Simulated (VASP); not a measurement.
# FeCo (Pm-3m) in VASP: further runs, part 2 of 3

VASP 6.6.1.

### 3 Electric field gradients, PBE, collinear spin, ferromagnetic start (11.37 Å³/atom)

This run uses another cell than the first one, of 11.37 Å³/atom.

The input, INCAR:

```
SYSTEM = FeCo
PREC = Accurate
ENCUT = 520
EDIFF = 1E-8
ISMEAR = -1
SIGMA = 0.05
LREAL = .False.
LASPH = .True.
NELM = 200
ALGO = Normal
ISIF = 2
LWAVE = .False.
LCHARG = .False.
ISPIN = 2
MAGMOM = 3 2
LORBIT = 11
LMAXMIX = 4
GGA = PE
LEFG = .True.
NBANDS = 20
GGA_COMPAT = .False.
```

The input, KPOINTS:

```
regular mesh
0
Gamma
  13 13 13
  0 0 0
```

The input, POSCAR:

```
FeCo
1.0
    2.8329904615      0.0000000000      0.0000000000
    0.0000000000      2.8329904615      0.0000000000
    0.0000000000      0.0000000000      2.8329904615
Fe Co
1 1
Direct
    0.5000000000      0.5000000000      0.5000000000
    0.0000000000      0.0000000000      0.0000000000
```

Potentials or basis: VASP PAW PBE potentials, release 64 (Fe, Co).

On the command line:

```console
> cat potpaw_PBE.64/Fe/POTCAR potpaw_PBE.64/Co/POTCAR > POTCAR
> mpirun -np 1 vasp_std > vasp.out
```

OUTCAR:

```text
SYSTEM = FeCo
   PREC = Accurate
   ENCUT = 520
   EDIFF = 1E-8
   ISMEAR = -1
   LREAL = .False.
   LASPH = .True.
   NELM = 200
   ISIF = 2
   ISPIN = 2
   LORBIT = 11
   GGA = PE

 ion  position               nearest neighbor table
   1  0.500  0.500  0.500-   2 2.45   2 2.45   2 2.45   2 2.45   2 2.45   2 2.45   2 2.45   2 2.45

   2  0.000  0.000  0.000-   1 2.45   1 2.45   1 2.45   1 2.45   1 2.45   1 2.45   1 2.45   1 2.45

  LATTYP: Found a simple cubic cell.
 ALAT       =     2.8329904615

  Lattice vectors:

 A1 = (   2.8329904615,   0.0000000000,   0.0000000000)
 A2 = (   0.0000000000,   2.8329904615,   0.0000000000)
 A3 = (   0.0000000000,   0.0000000000,   2.8329904615)

Analysis of symmetry for initial positions (statically):
=====================================================================
 Subroutine PRICEL returns:
 Original cell was already a primitive cell.

 Routine SETGRP: Setting up the symmetry group for a
 simple cubic supercell.

 Subroutine GETGRP returns: Found 48 space group operations
 (whereof 48 operations were pure point group operations)
 out of a pool of 48 trial point group operations.

The static configuration has the point symmetry O_h .

Analysis of symmetry for dynamics (positions and initial velocities):
=====================================================================
 Subroutine PRICEL returns:
 Original cell was already a primitive cell.

 Routine SETGRP: Setting up the symmetry group for a
[... 1291 lines left out ...]
  --------------------------------------------------------------------------------------
  -------------------------------------------------------------------------------------
  Total        0.2707127      0.2707127      0.2707127     -0.0000000      0.0000000      0.0000000
  in kB       19.0758513     19.0758513     19.0758513     -0.0000000      0.0000000      0.0000000
  external PRESSURE =      19.0758513 kB  Pullay stress =       0.0000000 kB

 VOLUME and BASIS-vectors are now :
 -----------------------------------------------------------------------------
  energy-cutoff  :      520.00
  volume of cell :       22.74
      direct lattice vectors                 reciprocal lattice vectors
     2.832990462  0.000000000  0.000000000     0.352983892  0.000000000  0.000000000
     0.000000000  2.832990462  0.000000000     0.000000000  0.352983892  0.000000000
     0.000000000  0.000000000  2.832990462     0.000000000  0.000000000  0.352983892

 POSITION                                       TOTAL-FORCE (eV/Angst)
 -----------------------------------------------------------------------------------
      1.41650      1.41650      1.41650         0.000000      0.000000      0.000000
      0.00000      0.00000      0.00000         0.000000      0.000000      0.000000
 -----------------------------------------------------------------------------------
    total drift:                                0.000000      0.000000     -0.000000

  FREE ENERGIE OF THE ION-ELECTRON SYSTEM (eV)
  ---------------------------------------------------
  free  energy   TOTEN  =       -15.4076842767 eV

  energy  without entropy=      -15.3951464464  energy(sigma->0) =      -15.40141536

 Electric field gradients (V/A^2)
---------------------------------------------------------------------
 ion       V_xx      V_yy      V_zz      V_xy      V_xz      V_yz
---------------------------------------------------------------------
   1      -0.000    -0.000    -0.000     0.000     0.000    -0.000
   2      -0.000    -0.000    -0.000     0.000    -0.000    -0.000
---------------------------------------------------------------------

 Electric field gradients after diagonalization (V/A^2)
 (convention: |V_zz| > |V_xx| > |V_yy|)
----------------------------------------------------------------------
 ion       V_xx      V_yy      V_zz     asymmetry (V_yy - V_xx)/ V_zz
----------------------------------------------------------------------
   1      -0.000     0.000    -0.000      -0.048
   2      -0.000    -0.000    -0.000      -0.024
----------------------------------------------------------------------

           NMR quadrupolar parameters

 Cq : quadrupolar parameter    Cq=e*Q*V_zz/h
 eta: asymmetry parameters     (V_yy - V_xx)/ V_zz
 Q  : nuclear electric quadrupole moment in mb (millibarn)
----------------------------------------------------------------------
 ion       Cq(MHz)       eta       Q (mb)
----------------------------------------------------------------------
   1      -0.000      -0.048       1.000
   2      -0.000      -0.024       1.000
----------------------------------------------------------------------

 total charge

# of ion       s       p       d       tot
------------------------------------------
    1        0.477   0.536   6.164   7.177
    2        0.488   0.519   7.249   8.257
--------------------------------------------------
tot          0.966   1.055  13.413  15.434

 magnetization (x)

# of ion       s       p       d       tot
------------------------------------------
    1        0.000  -0.046   2.800   2.755
    2       -0.011  -0.055   1.818   1.752
--------------------------------------------------
tot         -0.010  -0.101   4.618   4.507
```

OSZICAR:

```text
N       E                     dE             d eps       ncg     rms          rms(c)
DAV:   1     0.837075511021E+02    0.83708E+02   -0.74222E+03  7104   0.110E+03
DAV:   2    -0.128520003180E+02   -0.96560E+02   -0.86276E+02  6820   0.207E+02
DAV:   3    -0.171428667720E+02   -0.42909E+01   -0.41192E+01  7572   0.541E+01
DAV:   4    -0.172061783470E+02   -0.63312E-01   -0.63245E-01  8184   0.571E+00
DAV:   5    -0.172081050704E+02   -0.19267E-02   -0.19265E-02  7972   0.901E-01    0.155E+01
DAV:   6    -0.156237699112E+02    0.15843E+01   -0.69813E+00  7440   0.522E+01    0.816E+00
DAV:   7    -0.154404083848E+02    0.18336E+00   -0.76464E-01  7932   0.158E+01    0.511E+00
DAV:   8    -0.154584195872E+02   -0.18011E-01   -0.21713E-01  9488   0.843E+00    0.348E+00
DAV:   9    -0.154281559641E+02    0.30264E-01   -0.27611E-01  8812   0.102E+01    0.250E+00
DAV:  10    -0.154075003624E+02    0.20656E-01   -0.35546E-02  9356   0.333E+00    0.337E-01
DAV:  11    -0.154076697494E+02   -0.16939E-03   -0.14771E-03  9108   0.363E-01    0.153E-01
DAV:  12    -0.154076806561E+02   -0.10907E-04   -0.19857E-04  9964   0.242E-01    0.537E-02
DAV:  13    -0.154076830242E+02   -0.23682E-05   -0.16196E-05 10324   0.441E-02    0.187E-02
DAV:  14    -0.154076844888E+02   -0.14645E-05   -0.69707E-06  9968   0.459E-02    0.113E-02
DAV:  15    -0.154076844888E+02   -0.57298E-10   -0.20294E-06  9816   0.282E-02    0.171E-03
DAV:  16    -0.154076843224E+02    0.16642E-06   -0.46998E-08  7828   0.250E-03    0.809E-04
DAV:  17    -0.154076842747E+02    0.47673E-07   -0.12078E-08  3988   0.195E-03    0.428E-04
DAV:  18    -0.154076842767E+02   -0.19695E-08   -0.17762E-09  3744   0.734E-04
   1 F= -.15407684E+02 E0= -.15401415E+02  d E =-.125378E-01  mag=     4.4898
```

stdout:

```text
POSCAR found type information on POSCAR FeCo
 POSCAR found :  2 types and       2 ions
 scaLAPACK will be used
 LDA part: xc-table for (Slater+PW92), standard interpolation
 POSCAR, INCAR and KPOINTS ok, starting setup
 FFT: planning ... GRIDC
 FFT: planning ... GRID_SOFT
 FFT: planning ... GRID
 WAVECAR not read
 entering main loop
ion   1

ion   2
```

It took 47 s on 1 thread of Intel Xeon Platinum 8488C (Sapphire Rapids), shared host; peak memory 0.19 GiB.

Results:

```
Free energy                                           : -15.4077 eV
Pressure                                              : 1.9 GPa
Net moment                                            : 4.49 μB per cell
Site moments                                          : Fe +2.75; Co +1.75 μB
Largest electric field gradient by atom               : zero within the noise of the run
Valence electrons inside the program's atomic spheres : Fe 7.18; Co 8.26
```

### 4 Electric field gradients, PBE, collinear spin, ferromagnetic start

This run uses another cell than the first one, of 11.66 Å³/atom.

The input, INCAR:

```
SYSTEM = FeCo
ALGO = Normal
EDIFF = 1E-8
ENCUT = 520
GGA = PE
GGA_COMPAT = .FALSE.
ISIF = 2
ISMEAR = -1
ISPIN = 2
LASPH = .TRUE.
LCHARG = .FALSE.
LEFG = .TRUE.
LMAXMIX = 4
LORBIT = 11
LREAL = .FALSE.
LWAVE = .FALSE.
MAGMOM = 3 2
NBANDS = 20
NELM = 200
PREC = Accurate
SIGMA = 0.05
```

The input, KPOINTS:

```
k-points
0
G
  13 13 13
  0 0 0
```

The input, POSCAR:

```
FeCo
1.0
    2.8570000000      0.0000000000      0.0000000000
    0.0000000000      2.8570000000      0.0000000000
    0.0000000000      0.0000000000      2.8570000000
Fe Co
1 1
Direct
    0.5000000000      0.5000000000      0.5000000000
    0.0000000000      0.0000000000      0.0000000000
```

Potentials or basis: VASP PAW PBE potentials, release 64 (Fe, Co).

On the command line:

```console
> cat potpaw_PBE.64/Fe/POTCAR potpaw_PBE.64/Co/POTCAR > POTCAR
> mpirun -np 1 vasp_std > vasp.out
```

OUTCAR:

```text
SYSTEM = FeCo
   EDIFF = 1E-8
   ENCUT = 520
   GGA = PE
   ISIF = 2
   ISMEAR = -1
   ISPIN = 2
   LASPH = .TRUE.
   LORBIT = 11
   LREAL = .FALSE.
   NELM = 200
   PREC = Accurate

 ion  position               nearest neighbor table
   1  0.500  0.500  0.500-   2 2.47   2 2.47   2 2.47   2 2.47   2 2.47   2 2.47   2 2.47   2 2.47

   2  0.000  0.000  0.000-   1 2.47   1 2.47   1 2.47   1 2.47   1 2.47   1 2.47   1 2.47   1 2.47

  LATTYP: Found a simple cubic cell.
 ALAT       =     2.8570000000

  Lattice vectors:

 A1 = (   2.8570000000,   0.0000000000,   0.0000000000)
 A2 = (   0.0000000000,   2.8570000000,   0.0000000000)
 A3 = (   0.0000000000,   0.0000000000,   2.8570000000)

Analysis of symmetry for initial positions (statically):
=====================================================================
 Subroutine PRICEL returns:
 Original cell was already a primitive cell.

 Routine SETGRP: Setting up the symmetry group for a
 simple cubic supercell.

 Subroutine GETGRP returns: Found 48 space group operations
 (whereof 48 operations were pure point group operations)
 out of a pool of 48 trial point group operations.

The static configuration has the point symmetry O_h .

Analysis of symmetry for dynamics (positions and initial velocities):
=====================================================================
 Subroutine PRICEL returns:
 Original cell was already a primitive cell.

 Routine SETGRP: Setting up the symmetry group for a
 simple cubic supercell.

 Subroutine GETGRP returns: Found 48 space group operations
 (whereof 48 operations were pure point group operations)
 out of a pool of 48 trial point group operations.

The dynamic configuration has the point symmetry O_h .

Analysis of structural, dynamic, and magnetic symmetry:
=====================================================================
 Subroutine PRICEL returns:
 Original cell was already a primitive cell.

 Routine SETGRP: Setting up the symmetry group for a
 simple cubic supercell.

 Subroutine GETGRP returns: Found 48 space group operations
 (whereof 48 operations were pure point group operations)
 out of a pool of 48 trial point group operations.

The overall configuration has the point symmetry O_h .

 Subroutine INISYM returns: Found 48 space group operations
 (whereof 48 operations are pure point group operations),
 and found     1 'primitive' translations

----------------------------------------------------------------------------------------

                                     Primitive cell

  volume of cell :      23.3201

  direct lattice vectors                    reciprocal lattice vectors
     2.857000000  0.000000000  0.000000000     0.350017501  0.000000000  0.000000000
     0.000000000  2.857000000  0.000000000     0.000000000  0.350017501  0.000000000
     0.000000000  0.000000000  2.857000000     0.000000000  0.000000000  0.350017501

  length of vectors
     2.857000000  2.857000000  2.857000000     0.350017501  0.350017501  0.350017501

  position of ions in fractional coordinates (direct lattice)
     0.500000000  0.500000000  0.500000000
     0.000000000  0.000000000  0.000000000

  ion indices of the primitive-cell ions
   primitive index   ion index
[... 108 lines left out ...]
 maximum number of plane-waves:       647
 NGX is ok and might be reduce to    24
   NGX = 11   NGY = 11   NGZ = 11

 number of electron      16.9999996 magnetization       4.5254254

 Free energy of the ion-electron system (eV)
  ---------------------------------------------------
  ext. energy  EPLUGINS =         0.00000000
  ---------------------------------------------------
  free energy    TOTEN  =       -15.40571590 eV

  energy without entropy =      -15.39355751  energy(sigma->0) =      -15.39963670

 E-fermi :   7.9579     XC(G=0): -12.9740

 val. band max:        7.9565065461   @ k =   0.3846   0.2308   0.0000
 cond. band min:       7.9726594851   @ k =   0.3846   0.0769   0.0769
 fundamental gap:      0.0161529390
 Fermi energy:         7.9579128577

 spin component 1

 k-point     1 :       0.0000    0.0000    0.0000
  band No.  band energies     occupation
      1      -0.9994      1.00000
      2       2.6071      1.00000
      3       2.6071      1.00000
      4       4.8571      1.00000
      5       4.8571      1.00000
      6       4.8571      1.00000
[... 541 lines left out ...]
     19      31.2304      0.00000
     20      33.8729      0.00000

 [... further k-points ...]

 spin component 2

 k-point     1 :       0.0000    0.0000    0.0000
  band No.  band energies     occupation
      1      -0.8576      1.00000
      2       4.5076      1.00000
      3       4.5077      1.00000
      4       6.7871      1.00000
      5       6.7871      1.00000
      6       6.7871      1.00000
[... 541 lines left out ...]
     19      31.6601      0.00000
     20      34.1519      0.00000

 [... further k-points ...]

------------------------ aborting loop because EDIFF is reached ----------------------------------------

  FORCE on cell =-STRESS in cart. coord.  units (eV):
  Direction    XX          YY          ZZ          XY          YZ          ZX
  --------------------------------------------------------------------------------------
  -------------------------------------------------------------------------------------
  Total       -0.4168872     -0.4168872     -0.4168872     -0.0000000      0.0000000      0.0000000
  in kB      -28.6416739    -28.6416739    -28.6416739     -0.0000000      0.0000000      0.0000000
  external PRESSURE =     -28.6416739 kB  Pullay stress =       0.0000000 kB

 VOLUME and BASIS-vectors are now :
 -----------------------------------------------------------------------------
  energy-cutoff  :      520.00
  volume of cell :       23.32
      direct lattice vectors                 reciprocal lattice vectors
     2.857000000  0.000000000  0.000000000     0.350017501  0.000000000  0.000000000
     0.000000000  2.857000000  0.000000000     0.000000000  0.350017501  0.000000000
     0.000000000  0.000000000  2.857000000     0.000000000  0.000000000  0.350017501

 POSITION                                       TOTAL-FORCE (eV/Angst)
 -----------------------------------------------------------------------------------
      1.42850      1.42850      1.42850         0.000000      0.000000      0.000000
      0.00000      0.00000      0.00000         0.000000      0.000000      0.000000
 -----------------------------------------------------------------------------------
    total drift:                                0.000000      0.000000     -0.000000

  FREE ENERGIE OF THE ION-ELECTRON SYSTEM (eV)
  ---------------------------------------------------
  free  energy   TOTEN  =       -15.4057159034 eV

  energy  without entropy=      -15.3935575052  energy(sigma->0) =      -15.39963670

 Electric field gradients (V/A^2)
---------------------------------------------------------------------
 ion       V_xx      V_yy      V_zz      V_xy      V_xz      V_yz
---------------------------------------------------------------------
   1       0.000     0.000     0.000     0.000    -0.000     0.000
   2       0.000     0.000    -0.000    -0.000     0.000     0.000
---------------------------------------------------------------------

 Electric field gradients after diagonalization (V/A^2)
 (convention: |V_zz| > |V_xx| > |V_yy|)
----------------------------------------------------------------------
 ion       V_xx      V_yy      V_zz     asymmetry (V_yy - V_xx)/ V_zz
----------------------------------------------------------------------
   1       0.000     0.000     0.000      -0.046
   2       0.000     0.000    -0.000       0.025
----------------------------------------------------------------------

           NMR quadrupolar parameters

 Cq : quadrupolar parameter    Cq=e*Q*V_zz/h
 eta: asymmetry parameters     (V_yy - V_xx)/ V_zz
 Q  : nuclear electric quadrupole moment in mb (millibarn)
----------------------------------------------------------------------
 ion       Cq(MHz)       eta       Q (mb)
----------------------------------------------------------------------
   1       0.000      -0.046       1.000
   2      -0.000       0.025       1.000
----------------------------------------------------------------------

 total charge

# of ion       s       p       d       tot
------------------------------------------
    1        0.468   0.515   6.142   7.126
    2        0.478   0.499   7.235   8.212
--------------------------------------------------
tot          0.946   1.014  13.377  15.338

 magnetization (x)

# of ion       s       p       d       tot
------------------------------------------
    1        0.001  -0.045   2.832   2.788
    2       -0.011  -0.055   1.829   1.763
--------------------------------------------------
tot         -0.010  -0.100   4.661   4.551
```

stdout:

```text
POSCAR found type information on POSCAR FeCo
 POSCAR found :  2 types and       2 ions
 scaLAPACK will be used
 LDA part: xc-table for (Slater+PW92), standard interpolation
 POSCAR, INCAR and KPOINTS ok, starting setup
 FFT: planning ... GRIDC
 FFT: planning ... GRID_SOFT
 FFT: planning ... GRID
 WAVECAR not read
 entering main loop
ion   1

ion   2
```

It took 48 s on 1 thread of Intel Xeon Platinum 8488C (Sapphire Rapids), shared host; peak memory 0.19 GiB.

Results:

* Free energy: -15.4057 eV
* Pressure: -2.9 GPa
* Net moment: 4.53 μB per cell
* Site moments: Fe +2.79; Co +1.76 μB
* Largest electric field gradient by atom: zero within the noise of the run
* Valence electrons inside the program's atomic spheres: Fe 7.13; Co 8.21

(Continued in part 3 of 3.)
